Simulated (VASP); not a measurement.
# SiC (P6_3mc) in VASP: further runs

Aim: see how the results for SiC move with the level of theory and the settings. Levels: PBEsol, revPBE, PBE. Tasks: single point.

Everything below comes from runs of VASP 6.6.1. Logs are shortened: lines on timing, memory, paths and dates and some standing lists are left out, and cuts for length are marked.

## (1) The cell of the first run

Symmetry: P6_3mc, No. 186, hexagonal system. Conventional cell: a = 3.053 Å, b = 3.053 Å, c = 14.965 Å, α = 90.00°, β = 90.00°, γ = 120.00°. Within 2.5 Å of Si (site symmetry 3m) lie 4 C at 1.87 Å. Within 2.5 Å of Si (site symmetry 3m) lie 4 C at 1.87 Å. Within 2.5 Å of Si (site symmetry 3m) lie 4 C at 1.87 Å. C (site symmetry 3m) has 4 Si at 1.87 Å within 2.5 Å. C (site symmetry 3m) has 4 Si at 1.87 Å within 2.5 Å. Within 2.5 Å of C (site symmetry 3m) lie 4 Si at 1.87 Å.

## (2) Single point, PBEsol

File INCAR:

```
PREC = Accurate
ENCUT = 520
EDIFF = 1E-6
ISMEAR = -1
SIGMA = 0.05
LREAL = False
LASPH = True
NELM = 100
ALGO = Normal
ISIF = 2
LWAVE = False
LCHARG = True
GGA = PS
LELF = True
LVHAR = True
NBANDS = 36
```

File KPOINTS:

```
regular mesh
0
Gamma
  10 10 2
```

File POSCAR:

```
SiC
1.0
    3.0531705480      0.0000000000      0.0000000000
   -1.5265852740      2.6441232567      0.0000000000
    0.0000000000      0.0000000000     14.9649748670
Si C
6 6
Direct
    0.6666666667      0.3333333333      0.4583000000
    0.3333333333      0.6666666667      0.9583000000
    0.6666666667      0.3333333333      0.7917000000
    0.3333333333      0.6666666667      0.2917000000
    0.0000000000      0.0000000000      0.6250000000
    0.0000000000      0.0000000000      0.1250000000
    0.6666666667      0.3333333333      0.3333000000
    0.3333333333      0.6666666667      0.8333000000
    0.6666666667      0.3333333333      0.6667000000
    0.3333333333      0.6666666667      0.1667000000
    0.0000000000      0.0000000000      0.5000000000
    0.0000000000      0.0000000000      0.0000000000
```

Potentials or basis: VASP PAW PBE potentials, release 64 (Si, C).

Launch:

```console
$ cat potpaw_PBE.64/Si/POTCAR potpaw_PBE.64/C/POTCAR > POTCAR
$ mpirun -np 1 vasp_std > vasp.out
```

OUTCAR:

```text
PREC = Accurate
   ENCUT = 520
   EDIFF = 1E-6
   ISMEAR = -1
   LREAL = False
   LASPH = True
   NELM = 100
   ISIF = 2
   GGA = PS

 ion  position               nearest neighbor table
   1  0.667  0.333  0.458-  11 1.87  11 1.87  11 1.87   7 1.87   4 3.05   4 3.05   4 3.05   5 3.05
                             5 3.05   5 3.05
   2  0.333  0.667  0.958-  12 1.87  12 1.87  12 1.87   8 1.87   3 3.05   3 3.05   3 3.05   6 3.05
                             6 3.05   6 3.05
   3  0.667  0.333  0.792-   8 1.87   8 1.87   8 1.87   9 1.87   2 3.05   2 3.05   2 3.05   5 3.05
                             5 3.05   5 3.05
   4  0.333  0.667  0.292-   7 1.87   7 1.87   7 1.87  10 1.87   1 3.05   1 3.05   1 3.05   6 3.05
                             6 3.05   6 3.05
   5  0.000  0.000  0.625-   9 1.87   9 1.87   9 1.87  11 1.87   3 3.05   1 3.05   1 3.05   3 3.05
                             3 3.05   1 3.05
   6  0.000  0.000  0.125-  10 1.87  10 1.87  10 1.87  12 1.87   4 3.05   2 3.05   4 3.05   2 3.05
                             2 3.05   4 3.05
   7  0.667  0.333  0.333-   4 1.87   4 1.87   4 1.87   1 1.87
   8  0.333  0.667  0.833-   3 1.87   3 1.87   3 1.87   2 1.87
   9  0.667  0.333  0.667-   5 1.87   5 1.87   5 1.87   3 1.87
  10  0.333  0.667  0.167-   6 1.87   6 1.87   6 1.87   4 1.87
  11  0.000  0.000  0.500-   1 1.87   1 1.87   1 1.87   5 1.87
  12  0.000  0.000  0.000-   2 1.87   2 1.87   2 1.87   6 1.87

  LATTYP: Found a hexagonal cell.
 ALAT       =     3.0531705480
 C/A-ratio  =     4.9014539580

  Lattice vectors:

 A1 = (   3.0531705480,   0.0000000000,   0.0000000000)
 A2 = (  -1.5265852740,   2.6441232567,   0.0000000000)
 A3 = (   0.0000000000,   0.0000000000,  14.9649748670)

Analysis of symmetry for initial positions (statically):
=====================================================================
 Subroutine PRICEL returns:
 Original cell was already a primitive cell.

 Routine SETGRP: Setting up the symmetry group for a
 hexagonal supercell.

 Subroutine GETGRP returns: Found 12 space group operations
 (whereof  6 operations were pure point group operations)
 out of a pool of 24 trial point group operations.

The static configuration has the point symmetry C_3v.
 The point group associated with its full space group is C_6v.

Analysis of symmetry for dynamics (positions and initial velocities):
=====================================================================
 Subroutine PRICEL returns:
 Original cell was already a primitive cell.

 Routine SETGRP: Setting up the symmetry group for a
 hexagonal supercell.

 Subroutine GETGRP returns: Found 12 space group operations
 (whereof  6 operations were pure point group operations)
 out of a pool of 24 trial point group operations.

The dynamic configuration has the point symmetry C_3v.
 The point group associated with its full space group is C_6v.

 Subroutine INISYM returns: Found 12 space group operations
 (whereof  6 operations are pure point group operations),
 and found     1 'primitive' translations

----------------------------------------------------------------------------------------

                                     Primitive cell

  volume of cell :     120.8116

  direct lattice vectors                    reciprocal lattice vectors
     3.053170548  0.000000000  0.000000000     0.327528379  0.189098598  0.000000000
    -1.526585274  2.644123257  0.000000000     0.000000000  0.378197195  0.000000000
     0.000000000  0.000000000 14.964974867     0.000000000  0.000000000  0.066822698

  length of vectors
     3.053170548  3.053170548 14.964974867     0.378197195  0.378197195  0.066822698

  position of ions in fractional coordinates (direct lattice)
     0.666666667  0.333333333  0.458300000
     0.333333333  0.666666667  0.958300000
     0.666666667  0.333333333  0.791700000
     0.333333333  0.666666667  0.291700000
     0.000000000  0.000000000  0.625000000
     0.000000000  0.000000000  0.125000000
     0.666666667  0.333333333  0.333300000
     0.333333333  0.666666667  0.833300000
     0.666666667  0.333333333  0.666700000
     0.333333333  0.666666667  0.166700000
     0.000000000  0.000000000  0.500000000
     0.000000000  0.000000000  0.000000000

  ion indices of the primitive-cell ions
   primitive index   ion index
                 1           1
                 2           2
                 3           3
                 4           4
                 5           5
                 6           6
                 7           7
                 8           8
                 9           9
                10          10
                11          11
                12          12

----------------------------------------------------------------------------------------

 KPOINTS: regular mesh

Automatic generation of k-mesh.
 Grid dimensions read from file:
 generate k-points for:   10   10    2

 Generating k-lattice:

  Cartesian coordinates                     Fractional coordinates (reciprocal lattice)
     0.032752838  0.018909860  0.000000000     0.100000000  0.000000000  0.000000000
     0.000000000  0.037819720  0.000000000     0.000000000  0.100000000  0.000000000
     0.000000000  0.000000000  0.033411349     0.000000000  0.000000000  0.500000000

  Length of vectors
     0.037819720  0.037819720  0.033411349

  Shift w.r.t. Gamma in fractional coordinates (k-lattice)
     0.000000000  0.000000000  0.000000000

 Subroutine IBZKPT returns following result:
 ===========================================

 Found     28 irreducible k-points:

 Following reciprocal coordinates:
            Coordinates               Weight
  0.000000  0.000000  0.000000      1.000000
  0.100000  0.000000  0.000000      6.000000
  0.200000  0.000000  0.000000      6.000000
  0.300000  0.000000  0.000000      6.000000
  0.400000 -0.000000  0.000000      6.000000
  0.500000  0.000000  0.000000      3.000000
[... 16 lines left out ...]
  0.300000  0.100000  0.500000     12.000000
  0.400000  0.100000  0.500000     12.000000
 [... further k-points ...]
   k-points           NKPTS =     28   k-points in BZ     NKDIM =     28   number of bands    NBANDS=     36
   number of dos      NEDOS =    301   number of ions     NIONS =     12
   total plane-waves  NPLWV =  64512
   dimension x,y,z NGX =    24 NGY =   24 NGZ =  112
   dimension x,y,z NGXF=    48 NGYF=   48 NGZF=  224
   ions per type =               6   6
   NGX,Y,Z   is equivalent  to a cutoff of  13.07, 13.07, 12.44 a.u.
   NGXF,Y,Z  is equivalent  to a cutoff of  26.14, 26.14, 24.88 a.u.
 SYSTEM =  unknown system
   PREC   = accura    normal or accurate (medium, high low for compatibility)
   ISTART =      0    job   : 0-new  1-cont  2-samecut
   ICHARG =      2    charge: 1-file 2-atom 10-const
   ISPIN  =      1    spin polarized calculation?
   LNONCOLLINEAR =      F non collinear calculations
   LSORBIT =      F    spin-orbit coupling
   LASPH  =      T    aspherical Exc in radial PAW
   ENCUT  =  520.0 eV  38.22 Ry    6.18 a.u.   5.68  5.68 27.82*2*pi/ulx,y,z
   NELM   =    100;   NELMIN=  2; NELMDL= -5     # of ELM steps
   EDIFF  = 0.1E-05   stopping-criterion for ELM
   LREAL  =      F    real-space projection
   EDIFFG = 0.1E-04   stopping-criterion for IOM
   NSW    =      0    number of steps for IOM
   IBRION =     -1    ionic relax: 0-MD 1-quasi-New 2-CG
   NFREE  =      0    steps in history (QN), initial steepest desc. (CG)
   ISIF   =      2    stress and relaxation
   ISYM   =      2    0-nonsym 1-usesym 2-fastsym
   POTIM  = 0.5000    time-step for ionic-motion
   TEBEG  =    0.0;   TEEND  =   0.0 temperature during run
   PSTRESS=    0.0 pullay stress
   NELECT =      48.0000    total number of electrons
   NUPDOWN=      -1.0000    fix difference up-down
   EMIN   =  10.00;   EMAX   =-10.00  energy-range for DOS
   EFERMI =   0.00;   METHOD = LEGACY
   ISMEAR =    -1;   SIGMA  =   0.05  broadening in eV -4-tet -1-fermi 0-gaus
   EFERMI_NEDOS =   21; number of points for ismear=-14 and -15
   IALGO  =     38    algorithm
   IMIX   =      4    mixing-type and parameters
     AMIX     =   0.40;   BMIX     =  1.00
     AMIX_MAG =   1.60;   BMIX_MAG =  1.00
  volume/ion in A,a.u.               =      10.07        67.94
  Fermi-wavevector in a.u.,A,eV,Ry     =   1.203517  2.274318 19.707411  1.448454
  Thomas-Fermi vector in A             =   2.339268
   LORBIT       =      0    0 simple, 1 ext, 2 COOP (PROOUT), +10 PAW based schemes
   GGA     = PS    functional components
   LHFCALC =     F    Hartree Fock is set to
   AEXX    =    0.0000 exact exchange contribution
   IVDW    =     0    specifies the selected vdW correction
   LEPSILON=     F    determine dielectric tensor
   LRPA    =     F    only Hartree local field effects (RPA)
 non-spin polarized calculation
  energy-cutoff  :      520.00
  volume of cell :      120.81
 maximum number of plane-waves:      3282
 NGX is ok and might be reduce to    24
   NGX = 11   NGY = 11   NGZ = 55

 number of electron      47.9999996 magnetization

 Free energy of the ion-electron system (eV)
  ---------------------------------------------------
  ext. energy  EPLUGINS =         0.00000000
  ---------------------------------------------------
  free energy    TOTEN  =       -95.43553115 eV

  energy without entropy =      -95.43553114  energy(sigma->0) =      -95.43553114

 E-fermi :   9.3613     XC(G=0): -11.6209

 val. band max:        8.4159039402   @ k =   0.0000   0.0000   0.0000
 cond. band min:      10.3152329375   @ k =   0.5000   0.0000   0.0000
 fundamental gap:      1.8993289973
 Fermi energy:         9.3612953214

 k-point     1 :       0.0000    0.0000    0.0000
  band No.  band energies     occupation
      1      -7.2824      2.00000
      2      -6.7512      2.00000
      3      -6.7043      2.00000
      4      -5.1672      2.00000
      5      -5.1347      2.00000
      6      -3.5638      2.00000
[... 28 lines left out ...]
     35      15.9243      0.00000
     36      15.9323      0.00000

 k-point     2 :       0.1000    0.0000    0.0000
  band No.  band energies     occupation
      1      -7.1045      2.00000
      2      -6.5758      2.00000
      3      -6.5284      2.00000
      4      -5.0004      2.00000
      5      -4.9673      2.00000
      6      -3.4144      2.00000
[... 28 lines left out ...]
     35      15.9131      0.00000
     36      15.9529      0.00000

 k-point     3 :       0.2000    0.0000    0.0000
  band No.  band energies     occupation
      1      -6.5769      2.00000
      2      -6.0569      2.00000
      3      -6.0074      2.00000
      4      -4.5114      2.00000
      5      -4.4766      2.00000
      6      -2.9867      2.00000
[... 28 lines left out ...]
     35      16.4210      0.00000
     36      16.7164      0.00000

 k-point     4 :       0.3000    0.0000    0.0000
  band No.  band energies     occupation
      1      -5.7230      2.00000
      2      -5.2233      2.00000
      3      -5.1686      2.00000
      4      -3.7503      2.00000
      5      -3.7119      2.00000
      6      -2.3808      2.00000
[... 28 lines left out ...]
     35      16.3637      0.00000
     36      16.5933      0.00000

 k-point     5 :       0.4000   -0.0000    0.0000
  band No.  band energies     occupation
      1      -4.6142      2.00000
      2      -4.1739      2.00000
      3      -4.1008      2.00000
      4      -2.9270      2.00000
      5      -2.8828      2.00000
      6      -2.0031      2.00000
[... 655 lines left out ...]
 k-point    22 :       0.2000    0.1000    0.5000
  band No.  band energies     occupation
      1      -5.9249      2.00000
      2      -5.9249      2.00000
      3      -4.8760      2.00000
      4      -4.8760      2.00000
      5      -3.1042      2.00000
      6      -3.1042      2.00000
[... 28 lines left out ...]
     35      16.5337      0.00000
     36      16.5344      0.00000

 k-point    23 :       0.3000    0.1000    0.5000
  band No.  band energies     occupation
      1      -4.9412      2.00000
      2      -4.9412      2.00000
      3      -3.9599      2.00000
      4      -3.9599      2.00000
      5      -2.4223      2.00000
      6      -2.4223      2.00000
[... 28 lines left out ...]
     35      16.1870      0.00000
     36      16.1870      0.00000

 k-point    24 :       0.4000    0.1000    0.5000
  band No.  band energies     occupation
      1      -3.8263      2.00000
      2      -3.8263      2.00000
      3      -3.1005      2.00000
      4      -3.1005      2.00000
      5      -2.2228      2.00000
      6      -2.2228      2.00000
[... 28 lines left out ...]
     35      16.0225      0.00000
     36      16.0225      0.00000

 [... further k-points ...]
[... 5 lines left out ...]
  --------------------------------------------------------------------------------------
  -------------------------------------------------------------------------------------
  Total        4.6920923      4.6920923      5.3035566      0.0000000      0.0000000     -0.0000000
  in kB       62.2254969     62.2254969     70.3346021      0.0000000      0.0000000     -0.0000000
  external PRESSURE =      64.9285320 kB  Pullay stress =       0.0000000 kB

 VOLUME and BASIS-vectors are now :
 -----------------------------------------------------------------------------
  energy-cutoff  :      520.00
  volume of cell :      120.81
      direct lattice vectors                 reciprocal lattice vectors
     3.053170548  0.000000000  0.000000000     0.327528379  0.189098598  0.000000000
    -1.526585274  2.644123257  0.000000000     0.000000000  0.378197195  0.000000000
     0.000000000  0.000000000 14.964974867     0.000000000  0.000000000  0.066822698

 POSITION                                       TOTAL-FORCE (eV/Angst)
 -----------------------------------------------------------------------------------
      1.52659      0.88137      6.85845         0.000000     -0.000000      0.060999
     -0.00000      1.76275     14.34094         0.000000      0.000000      0.060999
      1.52659      0.88137     11.84777        -0.000000     -0.000000      0.029023
     -0.00000      1.76275      4.36528         0.000000     -0.000000      0.029023
      0.00000      0.00000      9.35311         0.000000     -0.000000      0.043110
      0.00000      0.00000      1.87062        -0.000000      0.000000      0.043110
      1.52659      0.88137      4.98783         0.000000     -0.000000     -0.015585
     -0.00000      1.76275     12.47031        -0.000000      0.000000     -0.015585
      1.52659      0.88137      9.97715         0.000000     -0.000000      0.032802
     -0.00000      1.76275      2.49466        -0.000000      0.000000      0.032802
      0.00000      0.00000      7.48249        -0.000000      0.000000     -0.150348
      0.00000      0.00000      0.00000         0.000000     -0.000000     -0.150348
 -----------------------------------------------------------------------------------
    total drift:                               -0.000000     -0.000000      0.000380

  FREE ENERGIE OF THE ION-ELECTRON SYSTEM (eV)
  ---------------------------------------------------
  free  energy   TOTEN  =       -95.4355311450 eV

  energy  without entropy=      -95.4355311444  energy(sigma->0) =      -95.43553114
```

Wall time 45 s (1 thread of Intel Xeon 6975P-C (Granite Rapids), shared host); peak memory 0.27 GiB.

What came out:

| Property | Result |
| --- | --- |
| Free energy | -95.4355 eV |
| Pressure | 6.5 GPa |
| Largest force | 0.150 eV/Å |
| Band gap on the k mesh | 1.90 eV (least direct gap 3.01 eV) |

Forces in eV/Å, atoms in the order of the input:
```
Si   0.000  0.000  0.061
Si   0.000  0.000  0.061
Si   0.000  0.000  0.029
Si   0.000  0.000  0.029
Si   0.000  0.000  0.043
Si   0.000  0.000  0.043
C    0.000  0.000 -0.016
C    0.000  0.000 -0.016
C    0.000  0.000  0.033
C    0.000  0.000  0.033
C    0.000  0.000 -0.150
C    0.000  0.000 -0.150
```

Caveat: the cell stands under pressure; the PAW data sets were made with another functional, which shifts forces and pressure a little. A k mesh can miss the band edges.

(Part 1 of 2 ends here.)
